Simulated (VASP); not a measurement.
# AlN (P6_3mc) in VASP: a series of runs, part 2 of 2

VASP 6.6.1. Earlier steps stand in the parts before.

## Step 3: Single point, PBEsol

This run uses another cell than the first one, of 10.46 Å³/atom, 0.984 times its volume.

Contents of INCAR:

```
SYSTEM = AlN
ALGO     = Normal         ! electronic algorithm
EDIFF    = 1E-6           ! SCF threshold, eV
ENCUT    = 520            ! plane-wave cutoff, eV
GGA      = PS             ! functional
ISIF     = 2              ! what is computed and relaxed
ISMEAR   = 0              ! smearing method
LASPH    = .True.         ! aspherical terms in the spheres
LCHARG   = .False.        ! write CHGCAR
LREAL    = .False.        ! projectors in reciprocal space
LWAVE    = .False.        ! write WAVECAR
NBANDS   = 16             ! bands
NELM     = 60             ! most SCF steps
PREC     = Accurate       ! precision mode
SIGMA    = 0.02           ! smearing width, eV
```

Contents of KPOINTS:

```
k-points
0
Gamma
  12 12 6
  0 0 0
```

Contents of POSCAR:

```
AlN
1.0
    3.1137596357      0.0000000000      0.0000000000
   -1.5568798178      2.6965949458      0.0000000000
    0.0000000000      0.0000000000      4.9836895311
Al N
2 2
Direct
    0.6666666667      0.3333333333      0.4990220813
    0.3333333333      0.6666666667      0.9990220813
    0.6666666667      0.3333333333      0.8809779187
    0.3333333333      0.6666666667      0.3809779187
```

Potentials or basis: VASP PAW PBE potentials, release 64 (Al, N).

Run with:

```
cat potpaw_PBE.64/Al/POTCAR potpaw_PBE.64/N/POTCAR > POTCAR
mpirun -np 1 vasp_std > vasp.out
```

OUTCAR:

```text
SYSTEM = AlN
   EDIFF = 1E-6
   ENCUT = 520
   GGA = PS
   ISIF = 2
   ISMEAR = 0
   LASPH = .True.
   LREAL = .False.
   NELM = 60
   PREC = Accurate

 ion  position               nearest neighbor table
   1  0.667  0.333  0.499-   4 1.89   4 1.89   4 1.89   3 1.90   2 3.07   2 3.07   2 3.07   2 3.07
                             2 3.07   2 3.07
   2  0.333  0.667  0.999-   3 1.89   3 1.89   3 1.89   4 1.90   1 3.07   1 3.07   1 3.07   1 3.07
                             1 3.07   1 3.07
[... 663 lines left out ...]
  --------------------------------------------------------------------------------------
  -------------------------------------------------------------------------------------
  Total       -0.0177242     -0.0177242     -0.0136194     -0.0000000      0.0000000      0.0000000
  in kB       -0.6786174     -0.6786174     -0.5214560     -0.0000000      0.0000000      0.0000000
  external PRESSURE =      -0.6262302 kB  Pullay stress =       0.0000000 kB

 VOLUME and BASIS-vectors are now :
 -----------------------------------------------------------------------------
  energy-cutoff  :      520.00
  volume of cell :       41.85
      direct lattice vectors                 reciprocal lattice vectors
     3.113759636  0.000000000  0.000000000     0.321155168  0.185419023  0.000000000
    -1.556879818  2.696594946  0.000000000     0.000000000  0.370838046  0.000000000
     0.000000000  0.000000000  4.983689531     0.000000000  0.000000000  0.200654554

 POSITION                                       TOTAL-FORCE (eV/Angst)
 -----------------------------------------------------------------------------------
      1.55688      0.89886      2.48697        -0.000000      0.000000     -0.001698
     -0.00000      1.79773      4.97882         0.000000     -0.000000     -0.001698
      1.55688      0.89886      4.39052         0.000000     -0.000000      0.001698
     -0.00000      1.79773      1.89868        -0.000000      0.000000      0.001698
 -----------------------------------------------------------------------------------
    total drift:                               -0.000000      0.000000      0.000573

  FREE ENERGIE OF THE ION-ELECTRON SYSTEM (eV)
  ---------------------------------------------------
  free  energy   TOTEN  =       -31.3124252487 eV

  energy  without entropy=      -31.3124252487  energy(sigma->0) =      -31.31242525
```

OSZICAR:

```text
N       E                     dE             d eps       ncg     rms          rms(c)
DAV:   1     0.393325329850E+02    0.39333E+02   -0.72299E+03  2432   0.893E+02
DAV:   2    -0.322662716612E+02   -0.71599E+02   -0.65506E+02  3432   0.187E+02
DAV:   3    -0.357373148494E+02   -0.34710E+01   -0.34620E+01  2952   0.424E+01
DAV:   4    -0.357580449278E+02   -0.20730E-01   -0.20729E-01  3136   0.370E+00
DAV:   5    -0.357583090373E+02   -0.26411E-03   -0.26411E-03  2992   0.423E-01    0.117E+01
DAV:   6    -0.313644064760E+02    0.43939E+01   -0.95628E+00  2904   0.223E+01    0.418E+00
DAV:   7    -0.313497697213E+02    0.14637E-01   -0.61316E-01  2640   0.545E+00    0.289E+00
DAV:   8    -0.313169656597E+02    0.32804E-01   -0.72060E-02  2752   0.227E+00    0.598E-01
DAV:   9    -0.313121399450E+02    0.48257E-02   -0.12491E-02  3152   0.831E-01    0.251E-01
DAV:  10    -0.313124999971E+02   -0.36005E-03   -0.13885E-03  2672   0.243E-01    0.157E-01
DAV:  11    -0.313124262288E+02    0.73768E-04   -0.11629E-04  2848   0.791E-02    0.334E-02
DAV:  12    -0.313124252487E+02    0.98007E-06   -0.51096E-06  2800   0.193E-02
   1 F= -.31312425E+02 E0= -.31312425E+02  d E =-.215562E-17
```

Run time: 12 s. Hardware: 1 thread of Intel Xeon 6975P-C (Granite Rapids), shared host; peak memory 0.17 GiB.

Results:

* Free energy: -31.3124 eV
* Pressure: -0.1 GPa
* Band gap on the k mesh: 4.11 eV, direct

Levels at points of the mesh, in eV from the valence-band top:
| k point | band 5 | band 6 | band 7 | band 8 | band 9 | band 10 | band 11 | band 12 |
| --- | --- | --- | --- | --- | --- | --- | --- | --- |
| (0.00, 0.00, 0.00) | -0.88 | -0.22 | -0.22 | 0.00 | 4.11 | 6.55 | 10.49 | 11.02 |
| (0.50, 0.00, 0.00) | -3.38 | -2.11 | -1.81 | -0.70 | 5.67 | 5.67 | 8.07 | 10.15 |
| (0.00, 0.00, 0.50) | -0.56 | -0.56 | -0.56 | -0.56 | 6.37 | 6.37 | 10.20 | 10.20 |
| (0.50, 0.00, 0.50) | -1.49 | -1.49 | -1.38 | -1.38 | 5.17 | 5.17 | 9.12 | 9.12 |

Caveat: the PAW data sets were made with another functional, which shifts forces and pressure a little. A k mesh can miss the band edges.

## Step 4: Relaxation of cell and atoms, PBEsol

Contents of INCAR:

```
SYSTEM = AlN
ALGO = Normal
EDIFF = 1E-6
EDIFFG = -0.005
ENCUT = 600
GGA = PS
IBRION = 2
ISIF = 3
ISMEAR = 0
LASPH = .TRUE.
LCHARG = .FALSE.
LREAL = .FALSE.
LWAVE = .FALSE.
NELM = 100
NSW = 100
PREC = Accurate
SIGMA = 0.02
```

Contents of KPOINTS:

```
k-points
0
G
  12 12 6
  0 0 0
```

Contents of POSCAR:

```
AlN
1.0
    3.1285881400      0.0000000000      0.0000000000
   -1.5642940700      2.7094368000      0.0000000000
    0.0000000000      0.0000000000      5.0169550000
Al N
2 2
Direct
    0.6666666700      0.3333333300      0.4992870000
    0.3333333300      0.6666666700      0.9992870000
    0.6666666700      0.3333333300      0.8807130000
    0.3333333300      0.6666666700      0.3807130000
```

Run with:

```
cat potpaw_PBE.64/Al/POTCAR potpaw_PBE.64/N/POTCAR > POTCAR
mpirun -np 1 vasp_std > vasp.out
```

It took 58 s on 1 thread of Intel Xeon 6975P-C (Granite Rapids), shared host; peak memory 0.2 GiB.

Results (log left out):

- Free energy: -31.3167 eV
- Relaxed volume: 10.45 Å³/atom
- Relaxed cell: a = 3.113 Å, b = 3.113 Å, c = 4.982 Å, α = 90.00°, β = 90.00°, γ = 120.00°
- Space group after relaxing (to 0.05 Å): P6_3mc (No. 186)
- Energy gained by relaxing: 1.9 meV/atom
- Ionic steps: 8
- Pressure after relaxing: 0.0 GPa
- Band gap on the k mesh: 4.12 eV, direct

The path:
| step | energy change (eV) | largest force (eV/Å) | pressure (GPa) | volume (Å³) |
| --- | --- | --- | --- | --- |
| 1 | 0.0000 | 0.0063 | -3.35 | 42.53 |
| 2 | -0.0011 | 0.0174 | 3.24 | 41.17 |
| 3 | -0.0075 | 0.0118 | -0.02 | 41.82 |
| 4 | -0.0075 | 0.0118 | 0.05 | 41.80 |
| 5 | -0.0075 | 0.0102 | 0.05 | 41.80 |
| 6 | -0.0075 | 0.0087 | 0.05 | 41.80 |
| 7 | -0.0075 | 0.0073 | -0.05 | 41.82 |
| 8 | -0.0075 | 0.0000 | 0.00 | 41.81 |

Final structure:
```
CELL_PARAMETERS angstrom
3.11300 0.00000 0.00000
-1.55650 2.69594 0.00000
0.00000 0.00000 4.98214
ATOMIC_POSITIONS crystal
Al 0.66667 0.33333 0.49900
Al 0.33333 0.66667 0.99900
N 0.66667 0.33333 0.88100
N 0.33333 0.66667 0.38100
```

Levels at points of the mesh, in eV from the valence-band top:
```tsv
k point	band 5	band 6	band 7	band 8	band 9	band 10	band 11	band 12
(0.00, 0.00, 0.00)	-0.88	-0.22	-0.22	0.00	4.12	6.55	10.50	11.02
(0.50, 0.00, 0.00)	-3.38	-2.12	-1.81	-0.70	5.67	5.67	8.08	10.16
(0.00, 0.00, 0.50)	-0.56	-0.56	-0.56	-0.56	6.37	6.37	10.20	10.20
(0.50, 0.00, 0.50)	-1.49	-1.49	-1.38	-1.38	5.17	5.17	9.12	9.12
```

Caveat: the PAW data sets were made with another functional, which shifts forces and pressure a little.

## Step 5: Overview

| task | cell | k mesh | cutoff (eV) | smearing | gap on the mesh (eV) | pressure (GPa) |
| --- | --- | --- | --- | --- | --- | --- |
| single point | a = 3.129, b = 3.129, c = 5.017 Å, angles 90.0, 90.0, 120.0°, 4 atoms | 6 × 6 × 4 | 520 | gaussian 0.1 eV | 3.98 | -3.2 |
| single point | a = 3.114, b = 3.114, c = 4.984 Å, angles 90.0, 90.0, 120.0°, 4 atoms | 12 × 12 × 6 | 520 | gaussian 0.02 eV | 4.11 | -0.1 |
| relaxation of cell and atoms | relaxed from a = 3.129, b = 3.129, c = 5.017 Å, angles 90.0, 90.0, 120.0°, 4 atoms | 12 × 12 × 6 | 600 | gaussian 0.02 eV | 4.12 | 0.0 |

Alike in all rows: level PBEsol; potentials or basis VASP PAW PBE potentials, release 64 (Al, N); no spin polarisation.

Caveats: the PAW data sets were made with another functional, which shifts forces and pressure a little.

Absolute energies hang on the potentials; compare differences alone.
